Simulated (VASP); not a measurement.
# Sn3GeO8 in VASP: further runs, part 2 of 2

VASP 6.6.1. The steps go on from the part before.

### Step 4. Single point, PBE

Input file INCAR:

```
SYSTEM = Sn3GeO8
  PREC = Accurate
  ENCUT = 520
  EDIFF = 1E-7
  ISMEAR = 0
  SIGMA = 0.1
  LREAL = .FALSE.
  LASPH = .TRUE.
  NELM = 60
  ALGO = Normal
  ISIF = 2
  LWAVE = .FALSE.
  LCHARG = .FALSE.
  GGA = PE
  NBANDS = 64
```

Input file KPOINTS:

```
regular mesh
0
G
  4 4 4
  0 0 0
```

Input file POSCAR:

```
Sn3GeO8
1.0
    3.3457949000     -3.3604079000      0.0000000000
    3.3457949000      3.3604079000      0.0000000000
    0.0000000000      0.0000000000      6.3189488000
Sn Ge O
3 1 8
Direct
    0.5000000000      0.5000000000      0.5000000000
    0.0000000000      0.0000000000      0.7564890000
    0.0000000000      0.0000000000      0.2435110000
    0.5000000000      0.5000000000      0.0000000000
    0.2071970000      0.2071970000      0.0000000000
    0.1923320000      0.1923320000      0.5000000000
    0.7928030000      0.7928030000      0.0000000000
    0.8076680000      0.8076680000      0.5000000000
    0.6871980000      0.3128020000      0.7659830000
    0.6871980000      0.3128020000      0.2340170000
    0.3128020000      0.6871980000      0.7659830000
    0.3128020000      0.6871980000      0.2340170000
```

Potentials or basis: VASP PAW PBE potentials, release 64 (Sn_d, Ge_d, O).

The run is started by

```console
cat potpaw_PBE.64/Sn_d/POTCAR potpaw_PBE.64/Ge_d/POTCAR potpaw_PBE.64/O/POTCAR > POTCAR
mpirun -np 1 vasp_std > vasp.out
```

OUTCAR:

```text
SYSTEM = Sn3GeO8
   PREC = Accurate
   ENCUT = 520
   EDIFF = 1E-7
   ISMEAR = 0
   LREAL = .FALSE.
   LASPH = .TRUE.
   NELM = 60
   ISIF = 2
   GGA = PE

 ion  position               nearest neighbor table
   1  0.500  0.500  0.500-   6 2.06   8 2.06   9 2.10  10 2.10  11 2.10  12 2.10   4 3.16   4 3.16
                             2 3.72   3 3.72   2 3.72   3 3.72   2 3.73   3 3.73   2 3.73   3 3.73
   2  0.000  0.000  0.756-   6 2.07   8 2.07   7 2.07   5 2.07   9 2.10  11 2.10   3 3.08   3 3.24
                             1 3.72   1 3.72   1 3.73   1 3.73
   3  0.000  0.000  0.244-   6 2.07   8 2.07   7 2.07   5 2.07  10 2.10  12 2.10   2 3.08   2 3.24
                             1 3.72   1 3.72   1 3.73   1 3.73
   4  0.500  0.500  0.000-   9 1.94  10 1.94  11 1.94  12 1.94   5 1.96   7 1.96   1 3.16   1 3.16

   5  0.207  0.207  0.000-   4 1.96   3 2.07   2 2.07
   6  0.192  0.192  0.500-   1 2.06   2 2.07   3 2.07
   7  0.793  0.793  0.000-   4 1.96   3 2.07   2 2.07
   8  0.808  0.808  0.500-   1 2.06   2 2.07   3 2.07
   9  0.687  0.313  0.766-   4 1.94   1 2.10   2 2.10
  10  0.687  0.313  0.234-   4 1.94   1 2.10   3 2.10
  11  0.313  0.687  0.766-   4 1.94   1 2.10   2 2.10
[... 1617 lines left out ...]
------------------------ aborting loop because EDIFF is reached ----------------------------------------

  FORCE on cell =-STRESS in cart. coord.  units (eV):
  Direction    XX          YY          ZZ          XY          YZ          ZX
  --------------------------------------------------------------------------------------
  -------------------------------------------------------------------------------------
  Total        0.3820466      0.3633368      0.6332431      0.0000000      0.0000000      0.0000000
  in kB        4.3078525      4.0968857      7.1402744      0.0000000      0.0000000      0.0000000
  external PRESSURE =       5.1816709 kB  Pullay stress =       0.0000000 kB

 VOLUME and BASIS-vectors are now :
 -----------------------------------------------------------------------------
  energy-cutoff  :      520.00
  volume of cell :      142.09
      direct lattice vectors                 reciprocal lattice vectors
     3.345794900 -3.360407900  0.000000000     0.149441318 -0.148791461  0.000000000
     3.345794900  3.360407900  0.000000000     0.149441318  0.148791461  0.000000000
     0.000000000  0.000000000  6.318948800     0.000000000  0.000000000  0.158254170

 POSITION                                       TOTAL-FORCE (eV/Angst)
 -----------------------------------------------------------------------------------
      3.34579      0.00000      3.15947        -0.000000      0.000000      0.000000
      0.00000      0.00000      4.78022        -0.000000      0.000000      0.004146
      0.00000      0.00000      1.53873        -0.000000      0.000000     -0.004146
      3.34579      0.00000      0.00000        -0.000000     -0.000000      0.000000
      1.38648      0.00000      0.00000         0.053669      0.000000      0.000000
      1.28701      0.00000      3.15947         0.014772      0.000000      0.000000
      5.30511      0.00000      0.00000        -0.053669      0.000000      0.000000
      5.40458      0.00000      3.15947        -0.014772      0.000000      0.000000
      3.34579     -1.25812      4.84021        -0.000000     -0.009834      0.013149
      3.34579     -1.25812      1.47874        -0.000000     -0.009834     -0.013149
      3.34579      1.25812      4.84021        -0.000000      0.009834      0.013149
      3.34579      1.25812      1.47874        -0.000000      0.009834     -0.013149
 -----------------------------------------------------------------------------------
    total drift:                                0.000000      0.000000      0.000000

  FREE ENERGIE OF THE ION-ELECTRON SYSTEM (eV)
  ---------------------------------------------------
  free  energy   TOTEN  =       -74.8859036404 eV

  energy  without entropy=      -74.8859035090  energy(sigma->0) =      -74.88590357
```

OSZICAR:

```text
N       E                     dE             d eps       ncg     rms          rms(c)
DAV:   1     0.159164008324E+04    0.15916E+04   -0.48180E+04  3376   0.307E+03
DAV:   2     0.279952709476E+03   -0.13117E+04   -0.12381E+04  2808   0.941E+02
DAV:   3    -0.541456826706E+02   -0.33410E+03   -0.32502E+03  2904   0.298E+02
DAV:   4    -0.857994032651E+02   -0.31654E+02   -0.31308E+02  3344   0.102E+02
DAV:   5    -0.867498045254E+02   -0.95040E+00   -0.94767E+00  3152   0.184E+01    0.216E+01
DAV:   6    -0.747035482658E+02    0.12046E+02   -0.40982E+01  4232   0.736E+01    0.779E+00
DAV:   7    -0.749468468916E+02   -0.24330E+00   -0.43741E+00  3032   0.873E+00    0.442E+00
DAV:   8    -0.749051007000E+02    0.41746E-01   -0.50352E-01  3800   0.523E+00    0.106E+00
DAV:   9    -0.748842396799E+02    0.20861E-01   -0.11735E-01  4144   0.365E+00    0.203E-01
DAV:  10    -0.748855363746E+02   -0.12967E-02   -0.10674E-02  3136   0.652E-01    0.114E-01
DAV:  11    -0.748858965102E+02   -0.36014E-03   -0.84702E-04  3760   0.173E-01    0.206E-02
DAV:  12    -0.748859021091E+02   -0.55989E-05   -0.57228E-05  3208   0.599E-02    0.119E-02
DAV:  13    -0.748859050107E+02   -0.29015E-05   -0.13358E-05  3960   0.301E-02    0.617E-03
DAV:  14    -0.748859040746E+02    0.93610E-06   -0.23175E-06  3784   0.136E-02    0.288E-03
DAV:  15    -0.748859038232E+02    0.25140E-06   -0.11833E-06  3312   0.816E-03    0.116E-03
DAV:  16    -0.748859037113E+02    0.11190E-06   -0.19866E-07  2248   0.404E-03    0.719E-04
DAV:  17    -0.748859036404E+02    0.70866E-07   -0.40572E-08  1816   0.131E-03
   1 F= -.74885904E+02 E0= -.74885904E+02  d E =-.131361E-06
```

Wall time 5.6 min (1 thread of Intel Xeon 8259CL, shared host); peak memory 0.32 GiB.

What came out:

```
Free energy            : -74.8859 eV
Pressure               : 0.5 GPa
Largest force          : 0.054 eV/Å
Band gap on the k mesh : 0.62 eV
```

Forces in eV/Å, atoms in the order of the input:
```
Sn   0.000  0.000  0.000
Sn   0.000  0.000  0.004
Sn   0.000  0.000 -0.004
Ge   0.000  0.000  0.000
O    0.054  0.000  0.000
O    0.015  0.000  0.000
O   -0.054  0.000  0.000
O   -0.015  0.000  0.000
O    0.000 -0.010  0.013
O    0.000 -0.010 -0.013
O    0.000  0.010  0.013
O    0.000  0.010 -0.013
```

Stress tensor (GPa, compression positive):
```
0.43 0.00 0.00
0.00 0.41 0.00
0.00 0.00 0.71
```

Levels at points of the mesh, in eV from the valence-band top:
| k point | band 49 | band 50 | band 51 | band 52 | band 53 | band 54 | band 55 | band 56 |
| --- | --- | --- | --- | --- | --- | --- | --- | --- |
| (0.00, 0.00, 0.00) | -1.20 | -0.78 | -0.70 | 0.00 | 0.62 | 5.17 | 5.58 | 5.71 |
| (0.50, 0.00, 0.00) | -1.04 | -0.73 | -0.64 | -0.58 | 3.77 | 3.94 | 5.71 | 5.79 |
| (0.50, 0.50, 0.00) | -1.02 | -0.90 | -0.79 | -0.76 | 3.91 | 4.14 | 4.35 | 4.38 |
| (0.00, 0.00, 0.50) | -0.77 | -0.71 | -0.69 | -0.32 | 3.15 | 3.35 | 6.10 | 6.55 |
| (0.50, 0.00, 0.50) | -1.02 | -0.91 | -0.76 | -0.66 | 4.89 | 4.95 | 4.95 | 4.99 |
| (0.50, 0.50, 0.50) | -0.82 | -0.81 | -0.80 | -0.75 | 4.28 | 4.40 | 4.57 | 4.75 |

Caveat: semilocal functionals underestimate gaps, and a narrow one can read as zero; spin-orbit coupling is left out, which moves the levels of the heavy elements.

### Step 5. Single point, PBE

Input file INCAR:

```
  PREC = Accurate
  ENCUT = 520
  EDIFF = 1E-7
  ISMEAR = 0
  SIGMA = 0.02
  LREAL = False
  LASPH = True
  NELM = 100
  ALGO = Normal
  ISIF = 2
  LWAVE = False
  LCHARG = False
  GGA = PE
  NBANDS = 64
```

Input file KPOINTS:

```
Automatic mesh
0
Gamma
  6 6 4
```

POSCAR is that of step 4.

The run is started by

```console
cat potpaw_PBE.64/Sn_d/POTCAR potpaw_PBE.64/Ge_d/POTCAR potpaw_PBE.64/O/POTCAR > POTCAR
mpirun -np 1 vasp_std > vasp.out
```

Wall time 10 min (1 thread of AMD EPYC 7R43 (Zen 3), shared host); peak memory 0.37 GiB.

It converged, with:

```
Free energy            : -74.8880 eV
Pressure               : 0.5 GPa
Largest force          : 0.055 eV/Å
Band gap on the k mesh : 0.62 eV
```

Forces on the atoms (eV/Å):
```
Sn   0.000  0.000  0.000
Sn   0.000  0.000  0.003
Sn   0.000  0.000 -0.003
Ge   0.000  0.000  0.000
O    0.055  0.000  0.000
O    0.015  0.000  0.000
O   -0.055  0.000  0.000
O   -0.015  0.000  0.000
O    0.000 -0.010  0.014
O    0.000 -0.010 -0.014
O    0.000  0.010  0.014
O    0.000  0.010 -0.014
```

Stress tensor (GPa, compression positive):
```
0.45 0.00 0.00
0.00 0.42 0.00
0.00 0.00 0.76
```

Levels at points of the mesh, in eV from the valence-band top:
```tsv
k point	band 50	band 51	band 52	band 53	band 54	band 55
(0.00, 0.00, 0.00)	-0.78	-0.70	0.00	0.62	5.17	5.58
(0.50, 0.00, 0.00)	-0.73	-0.64	-0.58	3.77	3.94	5.71
(0.50, 0.50, 0.00)	-0.90	-0.79	-0.76	3.91	4.14	4.35
(0.00, 0.00, 0.50)	-0.71	-0.69	-0.32	3.15	3.35	6.10
(0.50, 0.00, 0.50)	-0.91	-0.76	-0.66	4.89	4.95	4.95
(0.50, 0.50, 0.50)	-0.81	-0.80	-0.75	4.28	4.40	4.58
```

Caveat: semilocal functionals underestimate gaps, and a narrow one can read as zero; spin-orbit coupling is left out, which moves the levels of the heavy elements.

### Step 6. Summary

```tsv
cell	k mesh	smearing	gap on the mesh (eV)	pressure (GPa)	largest force (eV/Å)
a = 4.742, b = 4.742, c = 6.319 Å, angles 90.0, 90.0, 90.2°, 12 atoms, atomic positions A	4 × 4 × 2	gaussian 0.1 eV	0.62	0.5	0.06
a = 4.740, b = 4.737, c = 6.322 Å, angles 90.0, 90.0, 90.2°, 12 atoms, atomic positions B	4 × 4 × 2	gaussian 0.1 eV	0.62	0.6	0.05
a = 4.742, b = 4.742, c = 6.319 Å, angles 90.0, 90.0, 90.2°, 12 atoms, atomic positions A	4 × 4 × 4	gaussian 0.1 eV	0.62	0.5	0.05
a = 4.742, b = 4.742, c = 6.319 Å, angles 90.0, 90.0, 90.2°, 12 atoms, atomic positions A	6 × 6 × 4	gaussian 0.02 eV	0.62	0.5	0.05
```

Alike in all rows: task single point; level PBE; potentials or basis VASP PAW PBE potentials, release 64 (Sn_d, Ge_d, O); no spin polarisation; cutoff (eV) 520.

Caveats: some runs use coarse meshes; semilocal functionals underestimate gaps, and a narrow one can read as zero; spin-orbit coupling is left out, which moves the levels of the heavy elements.

Total energies depend on the potentials used, so only differences within one code and one set of settings carry meaning.
